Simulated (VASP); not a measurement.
Set up this calculation in VASP 6.6.1, as the native input.

| Item | Value |
| --- | --- |
| Task | single point |
| Functional | PBE0 |
| Potentials or basis | VASP PAW PBE potentials, release 64 (Mg, O) |
| Cutoff | 520 eV |
| k mesh | 6 × 6 × 6 |
| Occupations | fermi-dirac, width 0.05 eV |
| Spin | no spin polarisation |
| Dipole correction | no |
| Grid for exact exchange (PRECFOCK) | Normal |
| Further INCAR settings | ALGO = Normal; EDIFF = 1e-06; NBANDS = 11 |
| Share of exact exchange | 0.25 |

The system is MgO.

```
Mg O
1.0
     2.97668    0.00000    0.00000
    -1.48834    2.57788    0.00000
     0.00000    0.00000    2.71494
Mg O
1 1
Direct
  0.00000 0.00000 0.00000
  0.33333 0.66667 0.50000
```

These files were run (other wordings do the same):

POSCAR

```
MgO
1.0
    2.9766835069      0.0000000000      0.0000000000
   -1.4883417534      2.5778835360      0.0000000000
    0.0000000000      0.0000000000      2.7149429912
Mg O
1 1
Direct
    0.0000000000      0.0000000000      0.0000000000
    0.3333333333      0.6666666667      0.5000000000
```

INCAR.step1

```
SYSTEM = MgO
PREC = Accurate ; ENCUT = 520
EDIFF = 1E-5 ; ISMEAR = -1
SIGMA = 0.05 ; LREAL = .FALSE.
LASPH = .TRUE. ; NELM = 60
ALGO = Normal ; ISIF = 2
LWAVE = .TRUE. ; LCHARG = .FALSE.
GGA = PE ; NBANDS = 11
```

INCAR.step2

```
SYSTEM = MgO
PREC = Accurate ; ENCUT = 520
EDIFF = 1E-6 ; ISMEAR = -1
SIGMA = 0.05 ; LREAL = .FALSE.
LASPH = .TRUE. ; NELM = 60
ALGO = Normal ; ISIF = 2
LWAVE = .FALSE. ; LCHARG = .FALSE.
GGA = PE ; LHFCALC = .TRUE.
AEXX = 0.25 ; PRECFOCK = Normal
ISTART = 1 ; NBANDS = 11
```

KPOINTS

```
Automatic mesh
0
G
  6 6 6
  0 0 0
```

Potentials or basis: VASP PAW PBE potentials, release 64 (Mg, O).

Launch:

```bash
$ cat potpaw_PBE.64/Mg/POTCAR potpaw_PBE.64/O/POTCAR > POTCAR
$ cp INCAR.step1 INCAR
$ mpirun -np 1 vasp_std > vasp.out
$ cp INCAR.step2 INCAR
$ mpirun -np 1 vasp_std > vasp.out
```

Results of the run:

* Pressure: -10.8 GPa
* Band gap on the k mesh: 4.98 eV (least direct gap 5.39 eV)

Caveat: the cell stands under tension; the PAW data sets were made with another functional, which shifts forces and pressure a little.

Wall time 11 min on 1 thread of AMD EPYC 7R43 64-Core Processor (Zen 3) (shared host), peak memory 0.12 GiB.
